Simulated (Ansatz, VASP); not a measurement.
# NbCd3: VASP beside Ansatz

INCAR

```
SYSTEM = NbCd3
PREC = Accurate
ENCUT = 520
EDIFF = 1E-7
ISMEAR = -1
SIGMA = 0.1
LREAL = .FALSE.
LASPH = .TRUE.
NELM = 80
ALGO = Normal
ISIF = 2
LWAVE = .FALSE.
LCHARG = .FALSE.
GGA = PE
NBANDS = 32
```

KPOINTS

```
regular mesh
0
G
  8 8 8
  0 0 0
```

File POSCAR:

```
NbCd3
1.0
    4.2150000000      0.0000000000      0.0000000000
    0.0000000000      4.2150000000      0.0000000000
    0.0000000000      0.0000000000      4.0745000000
Nb Cd
1 3
Direct
    0.0000000000      0.0000000000      0.0000000000
    0.0000000000      0.5000000000      0.5000000000
    0.5000000000      0.0000000000      0.5000000000
    0.5000000000      0.5000000000      0.0000000000
```

Input for Ansatz:

```yaml
crystal:
  lattice:
    - [4.215, 0.0, 0.0]
    - [0.0, 4.215, 0.0]
    - [0.0, 0.0, 4.0745]
  atoms:
    - { symbol: Nb, position: [0.0, 0.0, 0.0] }
    - { symbol: Cd, position: [0.0, 0.5, 0.5] }
    - { symbol: Cd, position: [0.5, 0.0, 0.5] }
    - { symbol: Cd, position: [0.5, 0.5, 0.0] }
basis:
  ecutwfc: 520.0
kpoints:
  mp_grid:
    grid: [8, 8, 8]
hamiltonian:
  xc: pbe
  pseudopotentials:
    kind: paw
scf:
  occupations:
    method: fermi_dirac
    width: 0.1
output:
  stress: true
```

Alike in both runs: task single point; functional PBE; k mesh 8 × 8 × 8; occupations fermi-dirac, width 0.1 eV; no spin polarisation.

|  | VASP | Ansatz |
| --- | --- | --- |
| version | VASP 6.6.1 | Ansatz 0.2.0 |
| potentials or method | VASP PAW PBE potentials, release 64 (Nb_sv, Cd), cutoff 520 eV | plane waves, PAW |
| valence electrons in the cell | 49 | 73 |

```csv
,VASP,Ansatz,Ansatz less VASP
pressure (GPa),12.7,12.0,-0.64
"traceless stress, the component that is largest in VASP (GPa)",1.76,1.75,-0.016
```

The functional is the same, so the differences come from potentials, cutoffs and numerics. VASP's potentials hold 49 valence electrons a cell and Ansatz's 73, so a difference there can come from the potentials and not from the codes.
